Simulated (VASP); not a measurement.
# Mo (Im-3m) in VASP: notebook

Runs on Mo. Level: PBE. Tasks: single point, relaxation of cell and atoms.

Everything below comes from runs of VASP 6.6.1. Logs are shortened: lines on timing, memory, paths and dates and some standing lists are left out, and cuts for length are marked.

## Step 1: The cell of the first run

Symmetry: Im-3m, No. 229, cubic system. Conventional cell: a = 3.026 Å, b = 3.026 Å, c = 3.026 Å, α = 90.00°, β = 90.00°, γ = 90.00°. Within 3.5 Å of Mo (site symmetry m-3m) lie 14 Mo at 2.62 to 3.03 Å.

## Step 2: Single point, PBE

INCAR

```
PREC = Accurate
ENCUT = 500
EDIFF = 1E-6
ISMEAR = 0
SIGMA = 0.1
LREAL = False
LASPH = True
NELM = 120
ALGO = Normal
ISIF = 2
LWAVE = False
LCHARG = True
GGA = PE
LELF = True
LVHAR = True
NBANDS = 13
GGA_COMPAT = False
```

KPOINTS

```
regular mesh
0
Gamma
  18 18 18
```

POSCAR

```
Mo
1.0
   -1.5128816985      1.5128816985      1.5128816985
    1.5128816985     -1.5128816985      1.5128816985
    1.5128816985      1.5128816985     -1.5128816985
Mo
1
Direct
    0.0000000000      0.0000000000      0.0000000000
```

Potentials or basis: VASP PAW PBE potentials, release 64 (Mo_sv).

Command:

```console
cat potpaw_PBE.64/Mo_sv/POTCAR > POTCAR
mpirun -np 1 vasp_std > vasp.out
```

OUTCAR:

```text
PREC = Accurate
   ENCUT = 500
   EDIFF = 1E-6
   ISMEAR = 0
   LREAL = False
   LASPH = True
   NELM = 120
   ISIF = 2
   GGA = PE

 ion  position               nearest neighbor table
   1  0.000  0.000  0.000-

  LATTYP: Found a body centered cubic cell.
 ALAT       =     3.0257633970

  Lattice vectors:

 A1 = (  -1.5128816985,   1.5128816985,   1.5128816985)
 A2 = (   1.5128816985,  -1.5128816985,   1.5128816985)
 A3 = (   1.5128816985,   1.5128816985,  -1.5128816985)

Analysis of symmetry for initial positions (statically):
=====================================================================
 Subroutine PRICEL returns:
 Original cell was already a primitive cell.

 Routine SETGRP: Setting up the symmetry group for a
 body centered cubic supercell.

 Subroutine GETGRP returns: Found 48 space group operations
 (whereof 48 operations were pure point group operations)
 out of a pool of 48 trial point group operations.

The static configuration has the point symmetry O_h .

Analysis of symmetry for dynamics (positions and initial velocities):
=====================================================================
 Subroutine PRICEL returns:
 Original cell was already a primitive cell.

 Routine SETGRP: Setting up the symmetry group for a
 body centered cubic supercell.

 Subroutine GETGRP returns: Found 48 space group operations
 (whereof 48 operations were pure point group operations)
 out of a pool of 48 trial point group operations.

The dynamic configuration has the point symmetry O_h .

 Subroutine INISYM returns: Found 48 space group operations
 (whereof 48 operations are pure point group operations),
 and found     1 'primitive' translations

----------------------------------------------------------------------------------------

                                     Primitive cell

  volume of cell :      13.8508

  direct lattice vectors                    reciprocal lattice vectors
    -1.512881698  1.512881698  1.512881698     0.000000000  0.330495108  0.330495108
     1.512881698 -1.512881698  1.512881698     0.330495108  0.000000000  0.330495108
     1.512881698  1.512881698 -1.512881698     0.330495108  0.330495108  0.000000000

  length of vectors
     2.620387968  2.620387968  2.620387968     0.467390664  0.467390664  0.467390664

  position of ions in fractional coordinates (direct lattice)
     0.000000000  0.000000000  0.000000000

  ion indices of the primitive-cell ions
   primitive index   ion index
                 1           1

----------------------------------------------------------------------------------------

 KPOINTS: regular mesh

Automatic generation of k-mesh.
 Grid dimensions read from file:
 generate k-points for:   18   18   18

 Generating k-lattice:

  Cartesian coordinates                     Fractional coordinates (reciprocal lattice)
     0.000000000  0.018360839  0.018360839     0.055555556  0.000000000  0.000000000
     0.018360839  0.000000000  0.018360839     0.000000000  0.055555556  0.000000000
     0.018360839  0.018360839  0.000000000     0.000000000  0.000000000  0.055555556

  Length of vectors
     0.025966148  0.025966148  0.025966148

  Shift w.r.t. Gamma in fractional coordinates (k-lattice)
     0.000000000  0.000000000  0.000000000

 Subroutine IBZKPT returns following result:
 ===========================================

 Found    195 irreducible k-points:

 Following reciprocal coordinates:
            Coordinates               Weight
  0.000000  0.000000  0.000000      1.000000
  0.055556  0.000000  0.000000     12.000000
  0.111111  0.000000  0.000000     12.000000
  0.166667  0.000000  0.000000     12.000000
  0.222222  0.000000  0.000000     12.000000
  0.277778  0.000000  0.000000     12.000000
[... 16 lines left out ...]
  0.333333  0.111111  0.000000     48.000000
  0.388889  0.111111  0.000000     48.000000
 [... further k-points ...]
   k-points           NKPTS =    195   k-points in BZ     NKDIM =    195   number of bands    NBANDS=     13
   number of dos      NEDOS =    301   number of ions     NIONS =      1
   total plane-waves  NPLWV =   8000
   dimension x,y,z NGX =    20 NGY =   20 NGZ =   20
   dimension x,y,z NGXF=    40 NGYF=   40 NGZF=   40
   ions per type =               1
   NGX,Y,Z   is equivalent  to a cutoff of  12.69, 12.69, 12.69 a.u.
   NGXF,Y,Z  is equivalent  to a cutoff of  25.38, 25.38, 25.38 a.u.
 SYSTEM =  unknown system
   PREC   = accura    normal or accurate (medium, high low for compatibility)
   ISTART =      0    job   : 0-new  1-cont  2-samecut
   ICHARG =      2    charge: 1-file 2-atom 10-const
   ISPIN  =      1    spin polarized calculation?
   LNONCOLLINEAR =      F non collinear calculations
   LSORBIT =      F    spin-orbit coupling
   LASPH  =      T    aspherical Exc in radial PAW
   ENCUT  =  500.0 eV  36.75 Ry    6.06 a.u.   4.78  4.78  4.78*2*pi/ulx,y,z
   NELM   =    120;   NELMIN=  2; NELMDL= -5     # of ELM steps
   EDIFF  = 0.1E-05   stopping-criterion for ELM
   LREAL  =      F    real-space projection
   EDIFFG = 0.1E-04   stopping-criterion for IOM
   NSW    =      0    number of steps for IOM
   IBRION =     -1    ionic relax: 0-MD 1-quasi-New 2-CG
   NFREE  =      0    steps in history (QN), initial steepest desc. (CG)
   ISIF   =      2    stress and relaxation
   ISYM   =      2    0-nonsym 1-usesym 2-fastsym
   POTIM  = 0.5000    time-step for ionic-motion
   TEBEG  =    0.0;   TEEND  =   0.0 temperature during run
   PSTRESS=    0.0 pullay stress
   NELECT =      14.0000    total number of electrons
   NUPDOWN=      -1.0000    fix difference up-down
   EMIN   =  10.00;   EMAX   =-10.00  energy-range for DOS
   EFERMI =   0.00;   METHOD = LEGACY
   ISMEAR =     0;   SIGMA  =   0.10  broadening in eV -4-tet -1-fermi 0-gaus
   EFERMI_NEDOS =   21; number of points for ismear=-14 and -15
   IALGO  =     38    algorithm
   IMIX   =      4    mixing-type and parameters
     AMIX     =   0.40;   BMIX     =  1.00
     AMIX_MAG =   1.60;   BMIX_MAG =  1.00
  volume/ion in A,a.u.               =      13.85        93.47
  Fermi-wavevector in a.u.,A,eV,Ry     =   1.642956  3.104736 36.726257  2.699304
  Thomas-Fermi vector in A             =   2.733171
   LORBIT       =      0    0 simple, 1 ext, 2 COOP (PROOUT), +10 PAW based schemes
   GGA     = PE    functional components
   LHFCALC =     F    Hartree Fock is set to
   AEXX    =    0.0000 exact exchange contribution
   IVDW    =     0    specifies the selected vdW correction
   LEPSILON=     F    determine dielectric tensor
   LRPA    =     F    only Hartree local field effects (RPA)
 non-spin polarized calculation
 Gauss-broadening in eV      SIGMA  =   0.10
  energy-cutoff  :      500.00
  volume of cell :       13.85
 maximum number of plane-waves:       370
   NGX =  9   NGY =  9   NGZ =  9

 number of electron      14.0000004 magnetization

 Free energy of the ion-electron system (eV)
  ---------------------------------------------------
  ext. energy  EPLUGINS =         0.00000000
  ---------------------------------------------------
  free energy    TOTEN  =       -10.68397021 eV

  energy without entropy =      -10.68188514  energy(sigma->0) =      -10.68292767

 E-fermi :  14.6855     XC(G=0): -14.0872

 val. band max:       14.6480269534   @ k =  -0.3889   0.4444   0.2778
 cond. band min:      14.7149988153   @ k =  -0.3333   0.3889   0.2778
 fundamental gap:      0.0669718619
 Fermi energy:        14.6854802839

 k-point     1 :       0.0000    0.0000    0.0000
  band No.  band energies     occupation
      1     -46.7044      2.00000
      2     -19.6276      2.00000
      3     -19.6276      2.00000
      4     -19.6276      2.00000
      5       7.0579      2.00000
      6      13.0150      2.00000
      7      13.0150      2.00000
      8      13.0150      2.00000
      9      16.5151      0.00000
     10      16.5151      0.00000
     11      29.6210      0.00000
     12      29.6210      0.00000
     13      29.6210      0.00000

 k-point     2 :       0.0556    0.0000    0.0000
  band No.  band energies     occupation
      1     -46.6919      2.00000
      2     -19.6946      2.00000
      3     -19.6477      2.00000
      4     -19.6283      2.00000
      5       7.2160      2.00000
      6      12.9208      2.00000
      7      12.9996      2.00000
      8      13.1661      2.00000
      9      16.3667      0.00000
     10      16.5154      0.00000
     11      29.7513      0.00000
     12      29.8881      0.00000
     13      29.9842      0.00000

 k-point     3 :       0.1111    0.0000    0.0000
  band No.  band energies     occupation
      1     -46.6559      2.00000
      2     -19.8849      2.00000
      3     -19.7052      2.00000
      4     -19.6304      2.00000
      5       7.6611      2.00000
      6      12.6607      2.00000
      7      12.9341      2.00000
      8      13.6131      2.00000
      9      16.0487      0.00000
     10      16.5241      0.00000
     11      30.0779      0.00000
     12      30.6650      0.00000
     13      30.9108      0.00000
[... 305 lines left out ...]
 k-point    23 :       0.3333    0.1111    0.0000
  band No.  band energies     occupation
      1     -46.3128      2.00000
      2     -21.3949      2.00000
      3     -20.2585      2.00000
      4     -19.7363      2.00000
      5       9.2354      2.00000
      6      10.9595      2.00000
      7      14.1735      2.00000
      8      16.3150      0.00000
      9      17.5384      0.00000
     10      19.9853      0.00000
     11      28.2092      0.00000
     12      29.5269      0.00000
     13      34.3984      0.00000

 k-point    24 :       0.3889    0.1111    0.0000
  band No.  band energies     occupation
      1     -46.2768      2.00000
      2     -21.5348      2.00000
      3     -20.3242      2.00000
      4     -19.7399      2.00000
      5       9.0369      2.00000
      6      10.8142      2.00000
      7      14.8713      0.00860
      8      16.4642      0.00000
      9      17.8679      0.00000
     10      21.0073      0.00000
     11      27.6651      0.00000
     12      28.4402      0.00000
     13      33.3575      0.00000

 [... further k-points ...]

------------------------ aborting loop because EDIFF is reached ----------------------------------------

  FORCE on cell =-STRESS in cart. coord.  units (eV):
  Direction    XX          YY          ZZ          XY          YZ          ZX
  --------------------------------------------------------------------------------------
  -------------------------------------------------------------------------------------
  Total        3.9678555      3.9678555      3.9678555     -0.0000000      0.0000000      0.0000000
  in kB      458.9776412    458.9776412    458.9776412     -0.0000000      0.0000000      0.0000000
  external PRESSURE =     458.9776412 kB  Pullay stress =       0.0000000 kB

 VOLUME and BASIS-vectors are now :
 -----------------------------------------------------------------------------
  energy-cutoff  :      500.00
  volume of cell :       13.85
      direct lattice vectors                 reciprocal lattice vectors
    -1.512881698  1.512881698  1.512881698     0.000000000  0.330495108  0.330495108
     1.512881698 -1.512881698  1.512881698     0.330495108  0.000000000  0.330495108
     1.512881698  1.512881698 -1.512881698     0.330495108  0.330495108  0.000000000

 POSITION                                       TOTAL-FORCE (eV/Angst)
 -----------------------------------------------------------------------------------
      0.00000      0.00000      0.00000        -0.000000      0.000000      0.000000
 -----------------------------------------------------------------------------------
    total drift:                                0.000000     -0.000000      0.000000

  FREE ENERGIE OF THE ION-ELECTRON SYSTEM (eV)
  ---------------------------------------------------
  free  energy   TOTEN  =       -10.6839702054 eV

  energy  without entropy=      -10.6818851394  energy(sigma->0) =      -10.68292767
```

Wall time 19 s (1 thread of Intel Xeon Platinum 8488C (Sapphire Rapids), shared host); peak memory 0.15 GiB.

What came out:

```yaml
Free_energy: -10.6840 eV
Pressure: 45.9 GPa
Band_gap_on_the_k_mesh: zero (bands 7 and 8 overlap by 6.34 eV)
```

Caveat: the cell stands under pressure.

## Step 3: Single point, PBE

INCAR

```
SYSTEM = Mo
PREC = Accurate ; ENCUT = 500
EDIFF = 1E-6 ; ISMEAR = 0
SIGMA = 0.1 ; LREAL = .FALSE.
LASPH = .TRUE. ; NELM = 120
ALGO = Normal ; ISIF = 2
LWAVE = .FALSE. ; LCHARG = .FALSE.
GGA = PE ; NBANDS = 13
GGA_COMPAT = .FALSE.
```

KPOINTS

```
regular mesh
0
G
  20 20 20
  0 0 0
```

POSCAR

```
Mo
1.0
   -1.5124561969      1.5124561969      1.5124561969
    1.5124561969     -1.5124561969      1.5124561969
    1.5124561969      1.5124561969     -1.5124561969
Mo
1
Direct
    0.0000000000      0.0000000000      0.0000000000
```

Potentials or basis: VASP PAW PBE potentials, release 64 (Mo_sv).

Command:

```console
cat potpaw_PBE.64/Mo_sv/POTCAR > POTCAR
mpirun -np 1 vasp_std > vasp.out
```

Run time: 20 s. Hardware: 1 thread of Intel Xeon Platinum 8488C (Sapphire Rapids), shared host; peak memory 0.15 GiB.

The run converged. Its results:

| Item | Value |
| --- | --- |
| Free energy | -10.6837 eV |
| Pressure | 45.9 GPa |
| Band gap on the k mesh | zero (bands 7 and 8 overlap by 6.35 eV) |

Levels at points of the mesh, in eV from the Fermi level:
| k point | band 5 | band 6 | band 7 | band 8 | band 9 | band 10 |
| --- | --- | --- | --- | --- | --- | --- |
| (0.00, 0.00, 0.00) | -7.64 | -1.67 | -1.67 | -1.67 | 1.83 | 1.83 |
| (0.50, 0.00, 0.00) | -6.15 | -4.08 | 1.94 | 2.14 | 2.68 | 5.61 |
| (0.50, 0.50, 0.50) | -6.51 | -6.51 | 4.67 | 4.67 | 4.67 | 10.04 |

Caveat: the cell stands under pressure.

[end of part 1 of 2]
